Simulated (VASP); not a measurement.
# Rb (P6_3/mmc) in VASP: a series of runs

The runs below take Rb through single point, with LDA.

Program: VASP 6.6.1. These are calculated values, not measurements. Logs are shortened: lines on timing, memory, paths and dates and some standing lists are left out, and cuts for length are marked.

## 1. The cell of the first run

Symmetry: P6_3/mmc, No. 194, hexagonal system. Conventional cell: a = 4.780 Å, b = 4.780 Å, c = 15.785 Å, α = 90.00°, β = 90.00°, γ = 120.00°.

This isn't the form of Rb at room conditions, which is bcc.

## 2. Single point, LDA

INCAR

```
SYSTEM = Rb
  PREC = Accurate
  ENCUT = 520
  EDIFF = 1E-7
  ISMEAR = -1
  SIGMA = 0.1
  LREAL = .FALSE.
  LASPH = .TRUE.
  NELM = 60
  ALGO = Normal
  ISIF = 2
  LWAVE = .FALSE.
  LCHARG = .TRUE.
  GGA = CA
  LELF = .TRUE.
  LVHAR = .TRUE.
  NBANDS = 26
```

KPOINTS

```
Automatic mesh
0
G
  7 7 2
  0 0 0
```

POSCAR

```
Rb
1.0
    4.7798501502      0.0000000000      0.0000000000
   -2.3899250751      4.1394716563      0.0000000000
    0.0000000000      0.0000000000     15.7852361814
Rb
4
Direct
    1.0000000000      0.0000000000      1.0000000000
    1.0000000000      0.0000000000      0.5000000000
    0.3333333333      0.6666666667      0.2500000000
    0.6666666667      0.3333333333      0.7500000000
```

Potentials or basis: VASP PAW LDA potentials, release 64 (Rb_sv).

Launch:

```console
> cat potpaw_LDA.64/Rb_sv/POTCAR > POTCAR
> mpirun -np 1 vasp_std > vasp.out
```

OUTCAR:

```text
SYSTEM = Rb
   PREC = Accurate
   ENCUT = 520
   EDIFF = 1E-7
   ISMEAR = -1
   LREAL = .FALSE.
   LASPH = .TRUE.
   NELM = 60
   ISIF = 2
   GGA = CA

 ion  position               nearest neighbor table
   1  0.000  0.000  0.000-   3 4.82   4 4.82   3 4.82   4 4.82   4 4.82   3 4.82
   2  0.000  0.000  0.500-   3 4.82   4 4.82   3 4.82   4 4.82   4 4.82   3 4.82
   3  0.333  0.667  0.250-   1 4.82   2 4.82   1 4.82   2 4.82   1 4.82   2 4.82
   4  0.667  0.333  0.750-   1 4.82   2 4.82   1 4.82   2 4.82   1 4.82   2 4.82

  LATTYP: Found a hexagonal cell.
 ALAT       =     4.7798501502
 C/A-ratio  =     3.3024541953

  Lattice vectors:

 A1 = (   4.7798501502,   0.0000000000,   0.0000000000)
 A2 = (  -2.3899250751,   4.1394716563,   0.0000000000)
 A3 = (   0.0000000000,   0.0000000000,  15.7852361814)

Analysis of symmetry for initial positions (statically):
=====================================================================
 Subroutine PRICEL returns:
 Original cell was already a primitive cell.

 Routine SETGRP: Setting up the symmetry group for a
 hexagonal supercell.

 Subroutine GETGRP returns: Found 24 space group operations
 (whereof 12 operations were pure point group operations)
 out of a pool of 24 trial point group operations.

The static configuration has the point symmetry D_3d.
 The point group associated with its full space group is D_6h.

Analysis of symmetry for dynamics (positions and initial velocities):
=====================================================================
 Subroutine PRICEL returns:
 Original cell was already a primitive cell.

 Routine SETGRP: Setting up the symmetry group for a
 hexagonal supercell.

 Subroutine GETGRP returns: Found 24 space group operations
 (whereof 12 operations were pure point group operations)
 out of a pool of 24 trial point group operations.

The dynamic configuration has the point symmetry D_3d.
 The point group associated with its full space group is D_6h.

 Subroutine INISYM returns: Found 24 space group operations
 (whereof 12 operations are pure point group operations),
 and found     1 'primitive' translations

----------------------------------------------------------------------------------------

                                     Primitive cell

  volume of cell :     312.3275

  direct lattice vectors                    reciprocal lattice vectors
     4.779850150  0.000000000  0.000000000     0.209211580  0.120788362  0.000000000
[... 81 lines left out ...]
   EDIFF  = 0.1E-06   stopping-criterion for ELM
   LREAL  =      F    real-space projection
   EDIFFG = 0.1E-05   stopping-criterion for IOM
   NSW    =      0    number of steps for IOM
   IBRION =     -1    ionic relax: 0-MD 1-quasi-New 2-CG
   NFREE  =      0    steps in history (QN), initial steepest desc. (CG)
   ISIF   =      2    stress and relaxation
   ISYM   =      2    0-nonsym 1-usesym 2-fastsym
   POTIM  = 0.5000    time-step for ionic-motion
   TEBEG  =    0.0;   TEEND  =   0.0 temperature during run
   PSTRESS=    0.0 pullay stress
   NELECT =      36.0000    total number of electrons
   NUPDOWN=      -1.0000    fix difference up-down
   EMIN   =  10.00;   EMAX   =-10.00  energy-range for DOS
   EFERMI =   0.00;   METHOD = LEGACY
   ISMEAR =    -1;   SIGMA  =   0.10  broadening in eV -4-tet -1-fermi 0-gaus
   EFERMI_NEDOS =   21; number of points for ismear=-14 and -15
   IALGO  =     38    algorithm
   IMIX   =      4    mixing-type and parameters
     AMIX     =   0.40;   BMIX     =  1.00
     AMIX_MAG =   1.60;   BMIX_MAG =  1.00
  volume/ion in A,a.u.               =      78.08       526.92
  Fermi-wavevector in a.u.,A,eV,Ry     =   0.796720  1.505582  8.636466  0.634762
  Thomas-Fermi vector in A             =   1.903298
   LORBIT       =      0    0 simple, 1 ext, 2 COOP (PROOUT), +10 PAW based schemes
   GGA     = CA    functional components
   LHFCALC =     F    Hartree Fock is set to
   AEXX    =    0.0000 exact exchange contribution
   IVDW    =     0    specifies the selected vdW correction
   LEPSILON=     F    determine dielectric tensor
   LRPA    =     F    only Hartree local field effects (RPA)
 non-spin polarized calculation
  energy-cutoff  :      520.00
  volume of cell :      312.33
 maximum number of plane-waves:      8443
 NGX is ok and might be reduce to    36
   NGX = 17   NGY = 17   NGZ = 59

 number of electron      36.0000000 magnetization

 Free energy of the ion-electron system (eV)
  ---------------------------------------------------
  ext. energy  EPLUGINS =         0.00000000
  ---------------------------------------------------
  free energy    TOTEN  =        -4.30940030 eV

  energy without entropy =       -4.19986074  energy(sigma->0) =       -4.25463052

 E-fermi :   0.1475     XC(G=0):  -6.0811

 val. band max:        0.0995034655   @ k =   0.1429   0.1429   0.5000
 cond. band min:       0.1717182541   @ k =   0.0000   0.0000   0.0000
 fundamental gap:      0.0722147886
 Fermi energy:         0.1474953576

 k-point     1 :       0.0000    0.0000    0.0000
  band No.  band energies     occupation
      1     -28.5691      2.00000
      2     -28.5653      2.00000
      3     -28.5650      2.00000
      4     -28.5612      2.00000
      5     -12.8123      2.00000
      6     -12.7336      2.00000
[... 453 lines left out ...]
     25       2.1044      0.00000
     26       2.1044      0.00000

------------------------ aborting loop because EDIFF is reached ----------------------------------------

  FORCE on cell =-STRESS in cart. coord.  units (eV):
  Direction    XX          YY          ZZ          XY          YZ          ZX
  --------------------------------------------------------------------------------------
  -------------------------------------------------------------------------------------
  Total       -0.0326694     -0.0326694     -0.0093370      0.0000000      0.0000000      0.0000000
  in kB       -0.1675872     -0.1675872     -0.0478968      0.0000000      0.0000000      0.0000000
  external PRESSURE =      -0.1276904 kB  Pullay stress =       0.0000000 kB

 VOLUME and BASIS-vectors are now :
 -----------------------------------------------------------------------------
  energy-cutoff  :      520.00
  volume of cell :      312.33
      direct lattice vectors                 reciprocal lattice vectors
     4.779850150  0.000000000  0.000000000     0.209211580  0.120788362  0.000000000
    -2.389925075  4.139471656  0.000000000     0.000000000  0.241576724  0.000000000
     0.000000000  0.000000000 15.785236181     0.000000000  0.000000000  0.063350335

 POSITION                                       TOTAL-FORCE (eV/Angst)
 -----------------------------------------------------------------------------------
      0.00000      0.00000      0.00000         0.000000      0.000000      0.000000
      0.00000      0.00000      7.89262         0.000000      0.000000      0.000000
     -0.00000      2.75965      3.94631        -0.000000      0.000000      0.000000
      2.38993      1.37982     11.83893         0.000000     -0.000000      0.000000
 -----------------------------------------------------------------------------------
    total drift:                               -0.000000      0.000000      0.000000

  FREE ENERGIE OF THE ION-ELECTRON SYSTEM (eV)
  ---------------------------------------------------
  free  energy   TOTEN  =        -4.3094002991 eV

  energy  without entropy=       -4.1998607364  energy(sigma->0) =       -4.25463052
```

OSZICAR:

```text
N       E                     dE             d eps       ncg     rms          rms(c)
DAV:   1     0.248744907674E+03    0.24874E+03   -0.13935E+04   832   0.109E+03
DAV:   2     0.211021811003E+02   -0.22764E+03   -0.22322E+03  1166   0.227E+02
DAV:   3    -0.340558571373E+01   -0.24508E+02   -0.24230E+02  1238   0.680E+01
DAV:   4    -0.428686732205E+01   -0.88128E+00   -0.87577E+00  1156   0.125E+01
DAV:   5    -0.431589045059E+01   -0.29023E-01   -0.29010E-01  1236   0.203E+00    0.293E+00
DAV:   6    -0.431068761595E+01    0.52028E-02   -0.13528E-02  1058   0.522E-01    0.178E+00
DAV:   7    -0.430932936949E+01    0.13582E-02   -0.12943E-02  1050   0.476E-01    0.106E-01
DAV:   8    -0.430938101052E+01   -0.51641E-04   -0.11244E-03  1054   0.164E-01    0.274E-02
DAV:   9    -0.430939669469E+01   -0.15684E-04   -0.41235E-05  1360   0.307E-02    0.132E-02
DAV:  10    -0.430940012962E+01   -0.34349E-05   -0.12486E-05   940   0.174E-02    0.301E-03
DAV:  11    -0.430940030957E+01   -0.17995E-06   -0.82366E-07  1070   0.365E-03    0.807E-04
DAV:  12    -0.430940029908E+01    0.10486E-07   -0.89298E-08   598   0.155E-03
   1 F= -.43094003E+01 E0= -.42546305E+01  d E =-.109540E+00
```

Wall time 3.9 min (1 thread of Oxide Virtual Turin-like, shared host); peak memory 0.29 GiB.

What came out:

```
Free energy            : -4.3094 eV
Pressure               : 0.0 GPa
Band gap on the k mesh : zero (bands 18 and 19 overlap by 2.11 eV)
```

## 3. Single point, LDA (68.71 Å³/atom)

This run uses another cell than the first one, of 68.71 Å³/atom.

INCAR

```
SYSTEM = Rb
ALGO = Normal ; EDIFF = 1E-7
ENCUT = 520 ; ISIF = 2
ISMEAR = -1 ; LASPH = .TRUE.
LCHARG = .FALSE. ; LREAL = .FALSE.
LWAVE = .FALSE. ; NBANDS = 26
NELM = 60 ; PREC = Accurate
SIGMA = 0.1
```

KPOINTS

```
k-points
0
G
  9 9 3
  0 0 0
```

POSCAR

```
Rb
1.0
    4.5804537847      0.0000000000      0.0000000000
   -2.2902268923      3.9667893384      0.0000000000
    0.0000000000      0.0000000000     15.1267388176
Rb
4
Direct
    1.0000000000      0.0000000000      1.0000000000
    1.0000000000      0.0000000000      0.5000000000
    0.3333333333      0.6666666667      0.2500000000
    0.6666666667      0.3333333333      0.7500000000
```

Potentials or basis: VASP PAW LDA potentials, release 64 (Rb_sv).

Launch:

```console
> cat potpaw_LDA.64/Rb_sv/POTCAR > POTCAR
> mpirun -np 1 vasp_std > vasp.out
```

It took 4.9 min on 1 thread of Oxide Virtual Turin-like, shared host; peak memory 0.32 GiB.

Results (log left out):

```yaml
Free_energy: -4.2455 eV
Pressure: 0.6 GPa
Band_gap_on_the_k_mesh: zero (bands 18 and 19 overlap by 2.45 eV)
```

Levels at points of the mesh, in eV from the Fermi level:
| k point | band 14 | band 15 | band 16 | band 17 | band 18 | band 19 | band 20 | band 21 | band 22 | band 23 |
| --- | --- | --- | --- | --- | --- | --- | --- | --- | --- | --- |
| (0.00, 0.00, 0.00) | -12.74 | -12.74 | -12.74 | -2.39 | -1.54 | -1.54 | -0.03 | 0.91 | 2.36 | 2.37 |

[end of part 1 of 2]

The gap in the log of VASP goes by the Fermi energy; the results here count the filled bands.